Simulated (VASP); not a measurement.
# AlGa3N4 (R3m) in VASP: notebook, part 2 of 2

VASP 6.6.1. Earlier steps stand in the parts before.

**4. Single point, LDA**

This run uses another cell than the first one, of 11.83 Å³/atom, 1.002 times its volume.

The input, INCAR:

```
SYSTEM = AlGa3N4
PREC = Accurate
ENCUT = 520
EDIFF = 1E-6
ISMEAR = 0
SIGMA = 0.05
LREAL = .FALSE.
LASPH = .TRUE.
NELM = 100
ALGO = Normal
ISIF = 2
LWAVE = .FALSE.
LCHARG = .TRUE.
GGA = CA
LELF = .TRUE.
LVHAR = .TRUE.
NBANDS = 41
```

The input, KPOINTS:

```
Automatic mesh
0
G
  6 6 6
  0 0 0
```

The input, POSCAR:

```
AlGa3N4
1.0
    4.5595547306      0.1033646631      0.1033646631
    0.1033646631      4.5595547306      0.1033646631
    0.1033646631      0.1033646631      4.5595547306
Al Ga N
1 3 4
Direct
    0.0000000000      0.0000000000      0.0000000000
    0.5000000000      0.5000000000      0.0000000000
    0.5000000000      0.0000000000      0.5000000000
    0.0000000000      0.5000000000      0.5000000000
    0.7548078379      0.7548078379      0.2451921621
    0.7548078379      0.2451921621      0.7548078379
    0.2451921621      0.7548078379      0.7548078379
    0.2451921621      0.2451921621      0.2451921621
```

Potentials or basis: VASP PAW LDA potentials, release 64 (Al, Ga_d, N).

Started as:

```bash
> cat potpaw_LDA.64/Al/POTCAR potpaw_LDA.64/Ga_d/POTCAR potpaw_LDA.64/N/POTCAR > POTCAR
> mpirun -np 1 vasp_std > vasp.out
```

OUTCAR:

```text
SYSTEM = AlGa3N4
   PREC = Accurate
   ENCUT = 520
   EDIFF = 1E-6
   ISMEAR = 0
   LREAL = .FALSE.
   LASPH = .TRUE.
   NELM = 100
   ISIF = 2
   GGA = CA

 ion  position               nearest neighbor table
   1  0.000  0.000  0.000-   6 1.91   7 1.91   5 1.91   8 2.02
   2  0.500  0.500  0.000-   6 1.96   7 1.96   8 1.96   5 2.08
   3  0.500  0.000  0.500-   5 1.96   7 1.96   8 1.96   6 2.08
   4  0.000  0.500  0.500-   5 1.96   6 1.96   8 1.96   7 2.08
   5  0.755  0.755  0.245-   1 1.91   3 1.96   4 1.96   2 2.08
   6  0.755  0.245  0.755-   1 1.91   2 1.96   4 1.96   3 2.08
   7  0.245  0.755  0.755-   1 1.91   2 1.96   3 1.96   4 2.08
   8  0.245  0.245  0.245-   2 1.96   3 1.96   4 1.96   1 2.02

  LATTYP: Found a trigonal (rhomboedric) cell.
 ALAT       =     4.5618973957
 COS(alpha) =     0.0458066480

  Lattice vectors:

 A1 = (   4.5595547306,   0.1033646631,   0.1033646631)
 A2 = (   0.1033646631,   4.5595547306,   0.1033646631)
 A3 = (   0.1033646631,   0.1033646631,   4.5595547306)

Analysis of symmetry for initial positions (statically):
=====================================================================
 Subroutine PRICEL returns:
 Original cell was already a primitive cell.

 Routine SETGRP: Setting up the symmetry group for a
 trigonal (rhombohedral) supercell.

 Subroutine GETGRP returns: Found  6 space group operations
 (whereof  6 operations were pure point group operations)
 out of a pool of 12 trial point group operations.

The static configuration has the point symmetry C_3v.

Analysis of symmetry for dynamics (positions and initial velocities):
=====================================================================
 Subroutine PRICEL returns:
 Original cell was already a primitive cell.

 Routine SETGRP: Setting up the symmetry group for a
 trigonal (rhombohedral) supercell.

 Subroutine GETGRP returns: Found  6 space group operations
 (whereof  6 operations were pure point group operations)
 out of a pool of 12 trial point group operations.

The dynamic configuration has the point symmetry C_3v.

 Subroutine INISYM returns: Found  6 space group operations
 (whereof  6 operations are pure point group operations),
 and found     1 'primitive' translations

----------------------------------------------------------------------------------------

                                     Primitive cell

  volume of cell :      94.6471

  direct lattice vectors                    reciprocal lattice vectors
     4.559554731  0.103364663  0.103364663     0.219540314 -0.004866632 -0.004866632
     0.103364663  4.559554731  0.103364663    -0.004866632  0.219540314 -0.004866632
     0.103364663  0.103364663  4.559554731    -0.004866632 -0.004866632  0.219540314

  length of vectors
     4.561897396  4.561897396  4.561897396     0.219648168  0.219648168  0.219648168

  position of ions in fractional coordinates (direct lattice)
     0.000000000  0.000000000  0.000000000
     0.500000000  0.500000000  0.000000000
     0.500000000  1.000000000  0.500000000
     1.000000000  0.500000000  0.500000000
     0.754807838  0.754807838  0.245192162
     0.754807838  0.245192162  0.754807838
     0.245192162  0.754807838  0.754807838
     0.245192162  0.245192162  0.245192162

[... 44 lines left out ...]
  0.333333  0.166667  0.000000     12.000000
[... 16 lines left out ...]
  0.500000  0.500000  0.166667      6.000000
 -0.333333  0.500000  0.166667     12.000000
 [... further k-points ...]
   k-points           NKPTS =     32   k-points in BZ     NKDIM =     32   number of bands    NBANDS=     41
   number of dos      NEDOS =    301   number of ions     NIONS =      8
   total plane-waves  NPLWV =  46656
   dimension x,y,z NGX =    36 NGY =   36 NGZ =   36
   dimension x,y,z NGXF=    72 NGYF=   72 NGZF=   72
   ions per type =               1   3   4
   NGX,Y,Z   is equivalent  to a cutoff of  13.12, 13.12, 13.12 a.u.
   NGXF,Y,Z  is equivalent  to a cutoff of  26.24, 26.24, 26.24 a.u.
 SYSTEM =  AlGa3N4
   PREC   = accura    normal or accurate (medium, high low for compatibility)
   ISTART =      0    job   : 0-new  1-cont  2-samecut
   ICHARG =      2    charge: 1-file 2-atom 10-const
   ISPIN  =      1    spin polarized calculation?
   LNONCOLLINEAR =      F non collinear calculations
   LSORBIT =      F    spin-orbit coupling
   LASPH  =      T    aspherical Exc in radial PAW
   ENCUT  =  520.0 eV  38.22 Ry    6.18 a.u.   8.48  8.48  8.48*2*pi/ulx,y,z
   NELM   =    100;   NELMIN=  2; NELMDL= -5     # of ELM steps
   EDIFF  = 0.1E-05   stopping-criterion for ELM
   LREAL  =      F    real-space projection
   EDIFFG = 0.1E-04   stopping-criterion for IOM
   NSW    =      0    number of steps for IOM
   IBRION =     -1    ionic relax: 0-MD 1-quasi-New 2-CG
   NFREE  =      0    steps in history (QN), initial steepest desc. (CG)
   ISIF   =      2    stress and relaxation
   ISYM   =      2    0-nonsym 1-usesym 2-fastsym
   POTIM  = 0.5000    time-step for ionic-motion
   TEBEG  =    0.0;   TEEND  =   0.0 temperature during run
   PSTRESS=    0.0 pullay stress
   NELECT =      62.0000    total number of electrons
   NUPDOWN=      -1.0000    fix difference up-down
   EMIN   =  10.00;   EMAX   =-10.00  energy-range for DOS
   EFERMI =   0.00;   METHOD = LEGACY
   ISMEAR =     0;   SIGMA  =   0.05  broadening in eV -4-tet -1-fermi 0-gaus
   EFERMI_NEDOS =   21; number of points for ismear=-14 and -15
   IALGO  =     38    algorithm
   IMIX   =      4    mixing-type and parameters
     AMIX     =   0.40;   BMIX     =  1.00
     AMIX_MAG =   1.60;   BMIX_MAG =  1.00
  volume/ion in A,a.u.               =      11.83        79.84
  Fermi-wavevector in a.u.,A,eV,Ry     =   1.421793  2.686799 27.504103  2.021495
  Thomas-Fermi vector in A             =   2.542565
   LORBIT       =      0    0 simple, 1 ext, 2 COOP (PROOUT), +10 PAW based schemes
   GGA     = CA    functional components
   LHFCALC =     F    Hartree Fock is set to
   AEXX    =    0.0000 exact exchange contribution
   IVDW    =     0    specifies the selected vdW correction
   LEPSILON=     F    determine dielectric tensor
   LRPA    =     F    only Hartree local field effects (RPA)
 non-spin polarized calculation
 Gauss-broadening in eV      SIGMA  =   0.05
  energy-cutoff  :      520.00
  volume of cell :       94.65
 maximum number of plane-waves:      2585
 NGX is ok and might be reduce to    36
   NGX = 17   NGY = 17   NGZ = 17

 number of electron      62.0000043 magnetization

 Free energy of the ion-electron system (eV)
  ---------------------------------------------------
  ext. energy  EPLUGINS =         0.00000000
  ---------------------------------------------------
  free energy    TOTEN  =       -57.57044728 eV

  energy without entropy =      -57.57044728  energy(sigma->0) =      -57.57044728

 E-fermi :   4.8795     XC(G=0): -11.6366

 val. band max:        4.6736572963   @ k =   0.0000   0.0000   0.0000
 cond. band min:       6.4256634993   @ k =   0.0000   0.0000   0.0000
 fundamental gap:      1.7520062031
 Fermi energy:         4.8794777987

 k-point     1 :       0.0000    0.0000    0.0000
  band No.  band energies     occupation
      1     -10.5528      2.00000
      2      -9.7124      2.00000
      3      -9.6243      2.00000
      4      -9.6243      2.00000
      5      -8.6917      2.00000
      6      -8.6781      2.00000
[... 1045 lines left out ...]
     40      14.1114      0.00000
     41      14.3232      0.00000

 [... further k-points ...]

------------------------ aborting loop because EDIFF is reached ----------------------------------------

  FORCE on cell =-STRESS in cart. coord.  units (eV):
  Direction    XX          YY          ZZ          XY          YZ          ZX
  --------------------------------------------------------------------------------------
  -------------------------------------------------------------------------------------
  Total       -7.7379964     -7.7379964     -7.7379964     -4.1013155     -4.1013155     -4.1013155
  in kB     -130.9880793   -130.9880793   -130.9880793    -69.4266846    -69.4266846    -69.4266846
  external PRESSURE =    -130.9880793 kB  Pullay stress =       0.0000000 kB

 VOLUME and BASIS-vectors are now :
 -----------------------------------------------------------------------------
  energy-cutoff  :      520.00
  volume of cell :       94.65
      direct lattice vectors                 reciprocal lattice vectors
     4.559554731  0.103364663  0.103364663     0.219540314 -0.004866632 -0.004866632
     0.103364663  4.559554731  0.103364663    -0.004866632  0.219540314 -0.004866632
     0.103364663  0.103364663  4.559554731    -0.004866632 -0.004866632  0.219540314

 POSITION                                       TOTAL-FORCE (eV/Angst)
 -----------------------------------------------------------------------------------
      0.00000      0.00000      0.00000         0.135344      0.135344      0.135344
      2.33146      2.33146      0.10336         0.133321      0.133321      0.114799
      2.33146      0.10336      2.33146         0.133321      0.114799      0.133321
      0.10336      2.33146      2.33146         0.114799      0.133321      0.133321
      3.54495      3.54495      1.27401        -0.113219     -0.113219     -0.109579
      3.54495      1.27401      3.54495        -0.113219     -0.109579     -0.113219
      1.27401      3.54495      3.54495        -0.109579     -0.113219     -0.113219
      1.16866      1.16866      1.16866        -0.180768     -0.180768     -0.180768
 -----------------------------------------------------------------------------------
    total drift:                                0.000828      0.000828      0.000828

  FREE ENERGIE OF THE ION-ELECTRON SYSTEM (eV)
  ---------------------------------------------------
  free  energy   TOTEN  =       -57.5704472788 eV

  energy  without entropy=      -57.5704472788  energy(sigma->0) =      -57.57044728
```

Wall time 44 s (1 thread of Intel Xeon 6975P-C (Granite Rapids), shared host); peak memory 0.23 GiB.

What came out:

```
Free energy            : -57.5704 eV
Pressure               : -13.1 GPa
Largest force          : 0.313 eV/Å
Band gap on the k mesh : 1.75 eV, direct
```

Forces on the atoms (eV/Å):
```
Al   0.135  0.135  0.135
Ga   0.133  0.133  0.115
Ga   0.133  0.115  0.133
Ga   0.115  0.133  0.133
N   -0.113 -0.113 -0.110
N   -0.113 -0.110 -0.113
N   -0.110 -0.113 -0.113
N   -0.181 -0.181 -0.181
```

Stress tensor (GPa, compression positive):
```
-13.10  -6.94  -6.94
 -6.94 -13.10  -6.94
 -6.94  -6.94 -13.10
```

Expect the measured gap to be larger: semilocal functionals such as LDA lack the derivative discontinuity.

**5. Single point, LDA**

The input, INCAR:

```
  PREC = Accurate
  ENCUT = 520
  EDIFF = 1E-6
  ISMEAR = 0
  SIGMA = 0.05
  LREAL = F
  LASPH = T
  NELM = 60
  ALGO = Normal
  ISIF = 2
  LWAVE = F
  LCHARG = F
  GGA = CA
  NBANDS = 41
```

The input, KPOINTS:

```
Automatic mesh
0
Gamma
  6 6 6
```

POSCAR, as its differences from that of step 4:

```diff
@@ -2,5 +2,5 @@
 1.0
-    4.5595547306      0.1033646631      0.1033646631
-    0.1033646631      4.5595547306      0.1033646631
-    0.1033646631      0.1033646631      4.5595547306
+    4.5595547306     -0.1033646631     -0.1033646631
+   -0.1033646631      4.5595547306     -0.1033646631
+   -0.1033646631     -0.1033646631      4.5595547306
 Al Ga N
```

Potentials or basis: VASP PAW LDA potentials, release 64 (Al, Ga_d, N).

Started as:

```bash
> cat potpaw_LDA.64/Al/POTCAR potpaw_LDA.64/Ga_d/POTCAR potpaw_LDA.64/N/POTCAR > POTCAR
> mpirun -np 1 vasp_std > vasp.out
```

OUTCAR:

```text
PREC = Accurate
   ENCUT = 520
   EDIFF = 1E-6
   ISMEAR = 0
   LREAL = F
   LASPH = T
   NELM = 60
   ISIF = 2
   GGA = CA

 ion  position               nearest neighbor table
   1  0.000  0.000  0.000-   8 1.85   5 1.97   7 1.97   6 1.97
   2  0.500  0.500  0.000-   5 1.90   8 2.02   7 2.02   6 2.02
   3  0.500  0.000  0.500-   6 1.90   8 2.02   7 2.02   5 2.02
   4  0.000  0.500  0.500-   7 1.90   8 2.02   5 2.02   6 2.02
   5  0.755  0.755  0.245-   2 1.90   1 1.97   3 2.02   4 2.02
   6  0.755  0.245  0.755-   3 1.90   1 1.97   2 2.02   4 2.02
   7  0.245  0.755  0.755-   4 1.90   1 1.97   3 2.02   2 2.02
   8  0.245  0.245  0.245-   1 1.85   2 2.02   3 2.02   4 2.02

  LATTYP: Found a trigonal (rhomboedric) cell.
 ALAT       =     4.5618973957
 COS(alpha) =    -0.0447798544

  Lattice vectors:

 A1 = (   4.5595547306,  -0.1033646631,  -0.1033646631)
 A2 = (  -0.1033646631,   4.5595547306,  -0.1033646631)
 A3 = (  -0.1033646631,  -0.1033646631,   4.5595547306)

Analysis of symmetry for initial positions (statically):
=====================================================================
 Subroutine PRICEL returns:
 Original cell was already a primitive cell.

 Routine SETGRP: Setting up the symmetry group for a
 trigonal (rhombohedral) supercell.

 Subroutine GETGRP returns: Found  6 space group operations
 (whereof  6 operations were pure point group operations)
 out of a pool of 12 trial point group operations.

The static configuration has the point symmetry C_3v.

Analysis of symmetry for dynamics (positions and initial velocities):
=====================================================================
 Subroutine PRICEL returns:
 Original cell was already a primitive cell.

 Routine SETGRP: Setting up the symmetry group for a
 trigonal (rhombohedral) supercell.

[... 139 lines left out ...]
  Thomas-Fermi vector in A             =   2.542585
   LORBIT       =      0    0 simple, 1 ext, 2 COOP (PROOUT), +10 PAW based schemes
   GGA     = CA    functional components
   LHFCALC =     F    Hartree Fock is set to
   AEXX    =    0.0000 exact exchange contribution
   IVDW    =     0    specifies the selected vdW correction
   LEPSILON=     F    determine dielectric tensor
   LRPA    =     F    only Hartree local field effects (RPA)
 non-spin polarized calculation
 Gauss-broadening in eV      SIGMA  =   0.05
  energy-cutoff  :      520.00
  volume of cell :       94.64
 maximum number of plane-waves:      2571
 NGX is ok and might be reduce to    36
   NGX = 17   NGY = 17   NGZ = 17

 number of electron      62.0000040 magnetization

 Free energy of the ion-electron system (eV)
  ---------------------------------------------------
  ext. energy  EPLUGINS =         0.00000000
  ---------------------------------------------------
  free energy    TOTEN  =       -57.53266724 eV

  energy without entropy =      -57.53266724  energy(sigma->0) =      -57.53266724

 E-fermi :   4.9494     XC(G=0): -11.6367

 val. band max:        4.7099677340   @ k =   0.0000   0.0000   0.0000
 cond. band min:       6.4479978927   @ k =   0.0000   0.0000   0.0000
 fundamental gap:      1.7380301587
 Fermi energy:         4.9493912311

 k-point     1 :       0.0000    0.0000    0.0000
  band No.  band energies     occupation
      1     -10.5583      2.00000
      2      -9.7015      2.00000
      3      -9.7015      2.00000
      4      -9.5708      2.00000
      5      -8.6905      2.00000
      6      -8.6828      2.00000
[... 1045 lines left out ...]
     40      14.1213      0.00000
     41      14.3704      0.00000

 [... further k-points ...]

------------------------ aborting loop because EDIFF is reached ----------------------------------------

  FORCE on cell =-STRESS in cart. coord.  units (eV):
  Direction    XX          YY          ZZ          XY          YZ          ZX
  --------------------------------------------------------------------------------------
  -------------------------------------------------------------------------------------
  Total       -7.6414901     -7.6414901     -7.6414901      4.7429635      4.7429635      4.7429635
  in kB     -129.3604675   -129.3604675   -129.3604675     80.2921897     80.2921897     80.2921897
  external PRESSURE =    -129.3604675 kB  Pullay stress =       0.0000000 kB

 VOLUME and BASIS-vectors are now :
 -----------------------------------------------------------------------------
  energy-cutoff  :      520.00
  volume of cell :       94.64
      direct lattice vectors                 reciprocal lattice vectors
     4.559554731 -0.103364663 -0.103364663     0.219550561  0.005092640  0.005092640
    -0.103364663  4.559554731 -0.103364663     0.005092640  0.219550561  0.005092640
    -0.103364663 -0.103364663  4.559554731     0.005092640  0.005092640  0.219550561

 POSITION                                       TOTAL-FORCE (eV/Angst)
 -----------------------------------------------------------------------------------
      0.00000      0.00000      0.00000        -0.356067     -0.356067     -0.356067
      2.22810      2.22810     -0.10336        -0.366871     -0.366871     -0.318043
      2.22810     -0.10336      2.22810        -0.366871     -0.318043     -0.366871
     -0.10336      2.22810      2.22810        -0.318043     -0.366871     -0.366871
      3.33822      3.33822      0.96193         0.367567      0.367567      0.292343
      3.33822      0.96193      3.33822         0.367567      0.292343      0.367567
      0.96193      3.33822      3.33822         0.292343      0.367567      0.367567
      1.06728      1.06728      1.06728         0.380374      0.380374      0.380374
 -----------------------------------------------------------------------------------
    total drift:                                0.000437      0.000437      0.000437

  FREE ENERGIE OF THE ION-ELECTRON SYSTEM (eV)
  ---------------------------------------------------
  free  energy   TOTEN  =       -57.5326672377 eV

  energy  without entropy=      -57.5326672377  energy(sigma->0) =      -57.53266724
```

stdout:

```text
POSCAR found type information on POSCAR AlGaN
 POSCAR found :  3 types and       8 ions
 scaLAPACK will be used
 LDA part: xc-table for (Slater(with rela. corr.)+CA(PZ))
 , standard interpolation
 POSCAR, INCAR and KPOINTS ok, starting setup
 FFT: planning ... GRIDC
 FFT: planning ... GRID_SOFT
 FFT: planning ... GRID
 WAVECAR not read
 entering main loop
```

It took 44 s on 1 thread of Intel Xeon 6975P-C (Granite Rapids), shared host; peak memory 0.23 GiB.

What came out:

- Free energy: -57.5327 eV
- Pressure: -12.9 GPa
- Largest force: 0.659 eV/Å
- Band gap on the k mesh: 1.74 eV, direct

Forces on the atoms (eV/Å):
```
Al  -0.356 -0.356 -0.356
Ga  -0.367 -0.367 -0.318
Ga  -0.367 -0.318 -0.367
Ga  -0.318 -0.367 -0.367
N    0.368  0.368  0.292
N    0.368  0.292  0.368
N    0.292  0.368  0.368
N    0.380  0.380  0.380
```

Expect the measured gap to be larger: semilocal functionals such as LDA lack the derivative discontinuity.

**6. Summary**

```tsv
cell	gap on the mesh (eV)	pressure (GPa)	largest force (eV/Å)
a = 4.565 Å, angles 93.8°, 8 atoms	1.61	-11.0	1.21
a = 4.565 Å, angles 86.0°, 8 atoms	1.56	-11.5	0.36
a = 4.562 Å, angles 87.4°, 8 atoms	1.75	-13.1	0.31
a = 4.562 Å, angles 92.6°, 8 atoms	1.74	-12.9	0.66
```

Alike in all rows: task single point; level LDA; potentials or basis VASP PAW LDA potentials, release 64 (Al, Ga_d, N); no spin polarisation; k mesh 6 × 6 × 6; cutoff (eV) 520; smearing gaussian 0.05 eV.

Caveats: forces of over 1 eV/Å act on the atoms, so gaps and moduli don't describe the material at rest (some runs).

Absolute energies hang on the potentials; compare differences alone.
